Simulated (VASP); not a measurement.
Write the native input for VASP 6.6.1 that does the following.

* Task: relaxation of cell and atoms
* Functional: PBE
* Potentials or basis: VASP PAW PBE potentials, release 64 (Pb_d, O)
* Cutoff: 600 eV
* k mesh: 8 × 8 × 10
* Occupations: gaussian, width 0.1 eV
* Spin: no spin polarisation
* Dipole correction: no
* Further INCAR settings: ALGO = Normal; EDIFF = 1e-06; IBRION = 2; EDIFFG = -0.005; NSW = 100; ISIF = 3

The structure of PbO2 lies in POSCAR:

```
PbO2
1.0
    5.0790591419      0.0000000000      0.0000000000
    0.0000000000      5.0790591419      0.0000000000
    0.0000000000      0.0000000000      3.4440409999
Pb O
2 4
Direct
    0.0000000000      0.0000000000      0.0000000000
    0.5000000000      0.5000000000      0.5000000000
    0.3079888840      0.3079888840      0.0000000000
    0.1920111160      0.8079888840      0.5000000000
    0.6920111160      0.6920111160      0.0000000000
    0.8079888840      0.1920111160      0.5000000000
```

These files were run (other wordings do the same):

INCAR

```
ALGO     = Normal         # electronic algorithm
EDIFF    = 1E-6           # SCF threshold, eV
EDIFFG   = -0.005         # ionic threshold
ENCUT    = 600            # plane-wave cutoff, eV
GGA      = PE             # functional
IBRION   = 2              # ionic algorithm
ISIF     = 3              # what is computed and relaxed
ISMEAR   = 0              # smearing method
LASPH    = True           # aspherical terms in the spheres
LCHARG   = False          # write CHGCAR
LREAL    = False          # projectors in reciprocal space
LWAVE    = False          # write WAVECAR
NELM     = 60             # most SCF steps
NSW      = 100            # ionic steps
PREC     = Accurate       # precision mode
SIGMA    = 0.1            # smearing width, eV
```

KPOINTS

```
k-points
0
Gamma
  8 8 10
```

Potentials or basis: VASP PAW PBE potentials, release 64 (Pb_d, O).

Run with:

```console
$ cat potpaw_PBE.64/Pb_d/POTCAR potpaw_PBE.64/O/POTCAR > POTCAR
$ mpirun -np 1 vasp_std > vasp.out
```

Results of the run:

| Item | Value |
| --- | --- |
| Relaxed volume | 14.83 Å³/atom |
| Relaxed cell | a = 5.081 Å, b = 5.081 Å, c = 3.447 Å, α = 90.00°, β = 90.00°, γ = 90.00° |
| Space group after relaxing (to 0.1 Å) | P4_2/mnm (No. 136) |
| Energy gained by relaxing | 0.0 meV/atom |
| Ionic steps | 3 |
| Pressure after relaxing | 0.0 GPa |
| Largest force after relaxing | 0.004 eV/Å |

Run time: 7.5 min on 1 thread of Intel(R) Xeon(R) Platinum 8259CL CPU @ 2.50GHz (Skylake/Cascade Lake) (shared host), peak memory 0.39 GiB.
